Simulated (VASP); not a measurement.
# Sr3Ca5Ti8O24 (P1) in VASP: further runs

Sr3Ca5Ti8O24 is run at these levels: PBEsol; tasks: single point.

All numbers are computed with VASP 6.6.1; they aren't measurements. Logs are shortened: lines on timing, memory, paths and dates and some standing lists are left out, and cuts for length are marked.

## Step 1: The cell of the first run

The typed cell holds 40 atoms: a = 7.693 Å, b = 7.693 Å, c = 7.693 Å, α = 90.00°, β = 90.00°, γ = 90.00°.

## Step 2: Single point, PBEsol

Contents of INCAR:

```
PREC     = Accurate       # precision mode
ENCUT    = 700            # plane-wave cutoff, eV
EDIFF    = 1E-6           # SCF threshold, eV
ISMEAR   = -1             # smearing method
SIGMA    = 0.05           # smearing width, eV
LREAL    = Auto         
LASPH    = True           # aspherical terms in the spheres
NELM     = 120            # most SCF steps
ALGO     = Normal         # electronic algorithm
ISIF     = 2              # what is computed and relaxed
LWAVE    = False          # write WAVECAR
LCHARG   = False          # write CHGCAR
GGA      = PS             # functional
ISYM     = -1           
NBANDS   = 186            # bands
GGA_COMPAT= False
```

Contents of KPOINTS:

```
explicit points
1
Reciprocal
  0.25000000   0.25000000   0.25000000 1
```

Contents of POSCAR:

```
Sr3Ca5Ti8O24
1.0
    7.6930700337      0.0000000000      0.0000000000
    0.0000000000      7.6930700337      0.0000000000
    0.0000000000      0.0000000000      7.6930700337
Ca Sr Ti O
5 3 8 24
Direct
    0.9961970000      0.9949630000      0.9950360000
    0.9989150000      0.4532610000      0.9995590000
    0.9977450000      0.5170140000      0.4843640000
    0.5002810000      0.9544630000      0.5002260000
    0.4938870000      0.5008340000      0.4965630000
    0.9973950000      0.0162430000      0.4992240000
    0.5000920000      0.9858320000      0.9950480000
    0.4974470000      0.4858980000      0.9985550000
    0.2496270000      0.2412060000      0.2483910000
    0.2477040000      0.2452850000      0.7410750000
    0.2417160000      0.7449990000      0.2426940000
    0.2416800000      0.7418230000      0.7491430000
    0.7422220000      0.2435510000      0.2505440000
    0.7437050000      0.2469940000      0.7397220000
    0.7512120000      0.7424240000      0.2425880000
    0.7512250000      0.7389010000      0.7492760000
    0.2815870000      0.2290960000      0.0030390000
    0.2138880000      0.2959960000      0.5020940000
    0.2311320000      0.7979760000      0.0024950000
    0.2724140000      0.7148330000      0.5031540000
    0.7249260000      0.2299580000      0.0029790000
    0.7917270000      0.2918680000      0.5019340000
    0.7712500000      0.7937470000      0.0025760000
    0.7303950000      0.7146840000      0.5026210000
    0.0033580000      0.2157710000      0.2182670000
    0.0036700000      0.2169530000      0.7858480000
    0.0016060000      0.7841500000      0.2783910000
    0.0015350000      0.7876960000      0.7285530000
    0.5027640000      0.2949880000      0.2796460000
    0.5027280000      0.2965120000      0.7225330000
    0.5021750000      0.7261750000      0.2336050000
    0.5023660000      0.7281890000      0.7712890000
    0.2859670000      0.0060540000      0.2918710000
    0.2863790000      0.0077930000      0.7136710000
    0.2157030000      0.5060290000      0.2177330000
    0.2179430000      0.5061840000      0.7909340000
    0.7193590000      0.0055750000      0.2894070000
    0.7190030000      0.0073300000      0.7162370000
    0.7911340000      0.5049210000      0.2207660000
    0.7886350000      0.5049660000      0.7876870000
```

Potentials or basis: VASP PAW PBE potentials, release 64 (Ca_sv, Sr_sv, Ti_sv, O).

Command:

```sh
$ cat potpaw_PBE.64/Ca_sv/POTCAR potpaw_PBE.64/Sr_sv/POTCAR potpaw_PBE.64/Ti_sv/POTCAR potpaw_PBE.64/O/POTCAR > POTCAR
$ mpirun -np 1 vasp_std > vasp.out
```

OUTCAR:

```text
PREC = Accurate
   ENCUT = 700
   EDIFF = 1E-6
   ISMEAR = -1
   LREAL = Auto
   LASPH = True
   NELM = 120
   ISIF = 2
   GGA = PS
   ISYM = -1

 ion  position               nearest neighbor table
   1  0.996  0.995  0.995-  23 2.32  26 2.35  19 2.36  25 2.42   7 3.82   6 3.82   7 3.88   6 3.88

   2  0.999  0.453  1.000-  40 2.33  36 2.36  39 2.37  35 2.40  26 2.45  25 2.48   8 3.84   8 3.87

   3  0.998  0.517  0.484-  22 2.35  18 2.38  24 2.56   6 3.84   6 3.85
   4  0.500  0.954  0.500-  33 2.33  34 2.36  37 2.37  38 2.40  20 2.54  24 2.56   7 3.81   6 3.85
                             7 3.89   6 3.90
   5  0.494  0.501  0.497-  29 2.30  30 2.34  20 2.37  24 2.45   8 3.83   8 3.86
   6  0.997  0.016  0.499-  27 2.46  28 2.49  22 2.65  25 2.65  37 2.68  26 2.69  38 2.72  18 2.72
                            33 2.73  34 2.77  24 3.10  20 3.14  10 3.21  14 3.22   9 3.24  13 3.25
   7  0.500  0.986  0.995-  17 2.52  19 2.52  21 2.55  23 2.56  32 2.63  31 2.71  34 2.72  38 2.73
                            33 2.82  37 2.83  30 3.18  29 3.23  15 3.30  16 3.30  11 3.32  12 3.32
   8  0.497  0.486  0.999-  32 2.56  30 2.58  17 2.58  31 2.59  29 2.61  21 2.63  36 2.68  35 2.75
                            40 2.77  39 2.84  19 3.16  23 3.17  13 3.28   9 3.30  14 3.31  10 3.32
   9  0.250  0.241  0.248-  33 1.86  17 1.91  25 1.92  29 2.01  18 2.02  35 2.07   6 3.24   8 3.30
                             7 3.37
  10  0.248  0.245  0.741-  34 1.86  18 1.90  26 1.92  30 2.01  17 2.04  36 2.06   6 3.21   8 3.32
                             7 3.40
  11  0.242  0.745  0.243-  35 1.86  27 1.89  19 1.89  31 2.01  20 2.03  33 2.07   7 3.32   8 3.37
                             6 3.43
  12  0.242  0.742  0.749-  36 1.85  28 1.89  20 1.92  19 2.00  32 2.02  34 2.09   7 3.32   8 3.38
                             6 3.42
  13  0.742  0.244  0.251-  37 1.86  29 1.90  21 1.91  22 2.01  25 2.04  39 2.06   6 3.25   8 3.28
                             7 3.36
  14  0.744  0.247  0.740-  38 1.86  30 1.90  22 1.90  21 2.03  26 2.04  40 2.05   6 3.22   8 3.31
                             7 3.38
  15  0.751  0.742  0.243-  39 1.86  23 1.89  31 1.92  27 1.97  24 2.02  37 2.07   7 3.30   8 3.35
                             6 3.45
  16  0.751  0.739  0.749-  40 1.85  24 1.91  32 1.92  28 1.97  23 2.00  38 2.10   7 3.30   8 3.36
                             6 3.44
  17  0.282  0.229  0.003-   9 1.91  10 2.04   7 2.52   8 2.58
  18  0.214  0.296  0.502-  10 1.90   9 2.02   3 2.38   6 2.72
  19  0.231  0.798  0.002-  11 1.89  12 2.00   1 2.36   7 2.52   8 3.16
  20  0.272  0.715  0.503-  12 1.92  11 2.03   5 2.37   4 2.54   6 3.14
  21  0.725  0.230  0.003-  13 1.91  14 2.03   7 2.55   8 2.63
  22  0.792  0.292  0.502-  14 1.90  13 2.01   3 2.35   6 2.65
  23  0.771  0.794  0.003-  15 1.89  16 2.00   1 2.32   7 2.56   8 3.17
  24  0.730  0.715  0.503-  16 1.91  15 2.02   5 2.45   4 2.56   3 2.56   6 3.10
  25  0.003  0.216  0.218-   9 1.92  13 2.04   1 2.42   2 2.48   6 2.65
  26  0.004  0.217  0.786-  10 1.92  14 2.04   1 2.35   2 2.45   6 2.69
[... 159 lines left out ...]
   EMIN   =  10.00;   EMAX   =-10.00  energy-range for DOS
   EFERMI =   0.00;   METHOD = LEGACY
   ISMEAR =    -1;   SIGMA  =   0.05  broadening in eV -4-tet -1-fermi 0-gaus
   EFERMI_NEDOS =   21; number of points for ismear=-14 and -15
   IALGO  =     38    algorithm
   IMIX   =      4    mixing-type and parameters
     AMIX     =   0.40;   BMIX     =  1.00
     AMIX_MAG =   1.60;   BMIX_MAG =  1.00
  volume/ion in A,a.u.               =      11.38        76.81
  Fermi-wavevector in a.u.,A,eV,Ry     =   1.455543  2.750578 28.825390  2.118606
  Thomas-Fermi vector in A             =   2.572566
   LORBIT       =      0    0 simple, 1 ext, 2 COOP (PROOUT), +10 PAW based schemes
   GGA     = PS    functional components
   LHFCALC =     F    Hartree Fock is set to
   AEXX    =    0.0000 exact exchange contribution
   IVDW    =     0    specifies the selected vdW correction
   LEPSILON=     F    determine dielectric tensor
   LRPA    =     F    only Hartree local field effects (RPA)
 non-spin polarized calculation
  energy-cutoff  :      700.00
  volume of cell :      455.30
 maximum number of plane-waves:     19144
 NGX is ok and might be reduce to    70
   NGX = 33   NGY = 33   NGZ = 33

 number of electron     319.9999996 magnetization

 Free energy of the ion-electron system (eV)
  ---------------------------------------------------
  ext. energy  EPLUGINS =         0.00000000
  ---------------------------------------------------
  free energy    TOTEN  =      -337.44313804 eV

  energy without entropy =     -337.44313804  energy(sigma->0) =     -337.44313804

 E-fermi :   5.0936     XC(G=0): -11.5931

 val. band max:        3.7398296337   @ k =   0.2500   0.2500   0.2500
 cond. band min:       6.7296224364   @ k =   0.2500   0.2500   0.2500
 fundamental gap:      2.9897928027
 Fermi energy:         5.0936465165

 k-point     1 :       0.2500    0.2500    0.2500
  band No.  band energies     occupation
      1     -51.9486      2.00000
      2     -51.9381      2.00000
      3     -51.9370      2.00000
      4     -51.9360      2.00000
      5     -51.9343      2.00000
      6     -51.9335      2.00000
[... 164 lines left out ...]
    171       7.6906      0.00000
    172       7.7947      0.00000
 [bands above 172 left out]

------------------------ aborting loop because EDIFF is reached ----------------------------------------

  FORCE on cell =-STRESS in cart. coord.  units (eV):
  Direction    XX          YY          ZZ          XY          YZ          ZX
  --------------------------------------------------------------------------------------
  -------------------------------------------------------------------------------------
  Total        0.1736770      3.6070283      0.3826838     -0.8970508     -0.7048870     -1.1082267
  in kB        0.6111586     12.6929065      1.3466402     -3.1566657     -2.4804530     -3.8997802
  external PRESSURE =       4.8835684 kB  Pullay stress =       0.0000000 kB

 VOLUME and BASIS-vectors are now :
 -----------------------------------------------------------------------------
  energy-cutoff  :      700.00
  volume of cell :      455.30
      direct lattice vectors                 reciprocal lattice vectors
     7.693070034  0.000000000  0.000000000     0.129987118  0.000000000  0.000000000
     0.000000000  7.693070034  0.000000000     0.000000000  0.129987118  0.000000000
     0.000000000  0.000000000  7.693070034     0.000000000  0.000000000  0.129987118

 POSITION                                       TOTAL-FORCE (eV/Angst)
 -----------------------------------------------------------------------------------
      7.66381      7.65432      7.65488         0.002515      0.005811      0.008889
      7.68472      3.48697      7.68968         0.002718      0.010377      0.006632
      7.67572      3.97742      3.72625         0.007932      0.014221      0.009173
      3.84870      7.34275      3.84827         0.006334      0.002040     -0.000589
      3.79951      3.85295      3.82009         0.004342      0.014468      0.006305
      7.67303      0.12496      3.84057         0.004894      0.017102      0.010321
[... 32 lines left out ...]
      6.08625      3.88439      1.69837        -0.004994     -0.034745      0.007558
      6.06702      3.88474      6.05973         0.005295     -0.036915     -0.001205
 -----------------------------------------------------------------------------------
    total drift:                               -0.028654     -0.015510     -0.037557

  FREE ENERGIE OF THE ION-ELECTRON SYSTEM (eV)
  ---------------------------------------------------
  free  energy   TOTEN  =      -337.4431380415 eV

  energy  without entropy=     -337.4431380415  energy(sigma->0) =     -337.44313804
```

Run time: 4.4 min. Hardware: 1 thread of Intel Xeon Platinum 8559C (Emerald Rapids), shared host; peak memory 0.76 GiB.

What came out:

| Quantity | Value |
| --- | --- |
| Free energy | -337.4431 eV |
| Pressure | 0.5 GPa |
| Largest force | 0.041 eV/Å |
| Band gap on the k mesh | 2.99 eV |

Forces on the atoms (eV/Å):
```
Ca   0.003  0.006  0.009
Ca   0.003  0.010  0.007
Ca   0.008  0.014  0.009
Ca   0.006  0.002 -0.001
Ca   0.004  0.014  0.006
Sr   0.005  0.017  0.010
Sr   0.005  0.009  0.011
Sr   0.006  0.013  0.006
Ti   0.004  0.031  0.001
Ti   0.012  0.033  0.010
Ti   0.021  0.030  0.012
Ti   0.019  0.035  0.011
Ti   0.019  0.026 -0.002
Ti   0.024  0.023  0.018
Ti   0.006  0.038  0.006
Ti   0.004  0.038 -0.001
O   -0.013  0.004 -0.020
O    0.007  0.011 -0.015
O   -0.014 -0.017 -0.022
O   -0.011 -0.003 -0.017
O    0.016  0.001 -0.018
O   -0.009  0.005 -0.011
O    0.007 -0.018 -0.012
O   -0.004 -0.004 -0.021
O   -0.017  0.003 -0.002
O   -0.015  0.003 -0.001
O   -0.015 -0.013 -0.020
O   -0.019 -0.019  0.018
O   -0.017 -0.014  0.005
O   -0.020 -0.012 -0.002
O   -0.014 -0.003  0.012
O   -0.017  0.003 -0.012
O   -0.002 -0.033 -0.004
O   -0.003 -0.033  0.014
O    0.010 -0.032  0.015
O   -0.005 -0.036 -0.008
O    0.006 -0.031 -0.004
O    0.000 -0.029  0.009
O   -0.005 -0.035  0.008
O    0.005 -0.037 -0.001
```

Caveat: the PAW data sets were made with another functional, which shifts forces and pressure a little; a shifted mesh leaves out Γ, where band edges can lie. A k mesh can miss the band edges.

## Step 3: Single point, PBEsol

INCAR is that of step 2.

KPOINTS is that of step 2.

Contents of POSCAR:

```
Sr3Ca5Ti8O24
1.0
    7.6930868980      0.0000000000      0.0000000000
    0.0000000000      7.6930868980      0.0000000000
    0.0000000000      0.0000000000      7.6930868980
Ca Sr Ti O
5 3 8 24
Direct
    0.9962770000      0.9950270000      0.9950150000
    0.9989390000      0.4533560000      0.9995580000
    0.9978160000      0.5170390000      0.4843590000
    0.5002770000      0.9544990000      0.5002440000
    0.4940290000      0.5007990000      0.4965370000
    0.9974490000      0.0162750000      0.4992410000
    0.5000930000      0.9858170000      0.9950600000
    0.4975030000      0.4858810000      0.9985650000
    0.2496690000      0.2412050000      0.2483840000
    0.2477810000      0.2453050000      0.7410380000
    0.2417940000      0.7449700000      0.2426880000
    0.2417500000      0.7417910000      0.7491410000
    0.7422680000      0.2435170000      0.2505250000
    0.7437800000      0.2469750000      0.7397230000
    0.7512900000      0.7424470000      0.2425620000
    0.7512860000      0.7389130000      0.7492530000
    0.2815430000      0.2290730000      0.0030420000
    0.2138670000      0.2959540000      0.5020920000
    0.2310450000      0.7979410000      0.0025070000
    0.2724350000      0.7148230000      0.5031560000
    0.7248970000      0.2299030000      0.0029830000
    0.7916660000      0.2919320000      0.5019340000
    0.7712860000      0.7938070000      0.0025790000
    0.7303100000      0.7146350000      0.5026330000
    0.0033160000      0.2158070000      0.2182700000
    0.0036230000      0.2170000000      0.7858270000
    0.0015760000      0.7840930000      0.2784830000
    0.0015120000      0.7876310000      0.7284920000
    0.5027280000      0.2949400000      0.2796430000
    0.5027020000      0.2964810000      0.7225230000
    0.5021380000      0.7262240000      0.2335260000
    0.5023310000      0.7282340000      0.7713700000
    0.2859030000      0.0060510000      0.2918810000
    0.2863100000      0.0077850000      0.7136970000
    0.2156680000      0.5060220000      0.2177560000
    0.2179290000      0.5061690000      0.7909290000
    0.7193400000      0.0055780000      0.2894820000
    0.7190050000      0.0073340000      0.7161760000
    0.7910330000      0.5049310000      0.2206970000
    0.7885340000      0.5049730000      0.7877660000
```

Potentials or basis: VASP PAW PBE potentials, release 64 (Ca_sv, Sr_sv, Ti_sv, O).

Command:

```sh
$ cat potpaw_PBE.64/Ca_sv/POTCAR potpaw_PBE.64/Sr_sv/POTCAR potpaw_PBE.64/Ti_sv/POTCAR potpaw_PBE.64/O/POTCAR > POTCAR
$ mpirun -np 1 vasp_std > vasp.out
```

It took 4.9 min on 1 thread of Intel Xeon Platinum 8559C (Emerald Rapids), shared host; peak memory 0.76 GiB.

Results (log left out):

* Free energy: -337.4432 eV
* Pressure: 0.5 GPa
* Largest force: 0.041 eV/Å
* Band gap on the k mesh: 2.99 eV

Forces on the atoms (eV/Å):
```
Ca   0.002  0.006  0.009
Ca   0.002  0.008  0.006
Ca   0.007  0.014  0.009
Ca   0.006  0.001 -0.001
Ca   0.003  0.015  0.007
Sr   0.004  0.016  0.009
Sr   0.005  0.009  0.011
Sr   0.006  0.013  0.005
Ti   0.002  0.032  0.000
Ti   0.008  0.033  0.014
Ti   0.018  0.031  0.014
Ti   0.017  0.036  0.011
Ti   0.018  0.027 -0.002
Ti   0.022  0.023  0.019
Ti   0.003  0.038  0.008
Ti   0.000  0.038 -0.002
O   -0.012  0.005 -0.020
O    0.007  0.012 -0.016
O   -0.013 -0.017 -0.022
O   -0.009 -0.004 -0.017
O    0.016  0.001 -0.019
O   -0.007  0.006 -0.011
O    0.008 -0.017 -0.013
O   -0.004 -0.004 -0.022
O   -0.017  0.003 -0.002
O   -0.013  0.003 -0.001
O   -0.014 -0.013 -0.020
O   -0.018 -0.020  0.018
O   -0.015 -0.013  0.005
O   -0.020 -0.012 -0.002
O   -0.013 -0.003  0.013
O   -0.015  0.002 -0.014
O   -0.001 -0.034 -0.004
O   -0.002 -0.033  0.014
O    0.012 -0.033  0.015
O   -0.004 -0.036 -0.008
O    0.007 -0.032 -0.006
O    0.001 -0.030  0.010
O   -0.004 -0.035  0.009
O    0.007 -0.037 -0.002
```

Stress tensor (GPa, compression positive):
```
 0.04 -0.32 -0.39
-0.32  1.27 -0.25
-0.39 -0.25  0.13
```

Levels at points of the mesh, in eV from the valence-band top:
| k point | band 158 | band 159 | band 160 | band 161 | band 162 | band 163 |
| --- | --- | --- | --- | --- | --- | --- |
| (0.25, 0.25, 0.25) | -0.07 | -0.05 | 0.00 | 2.99 | 3.10 | 3.16 |

Caveat: the PAW data sets were made with another functional, which shifts forces and pressure a little; a shifted mesh leaves out Γ, where band edges can lie. A k mesh can miss the band edges.
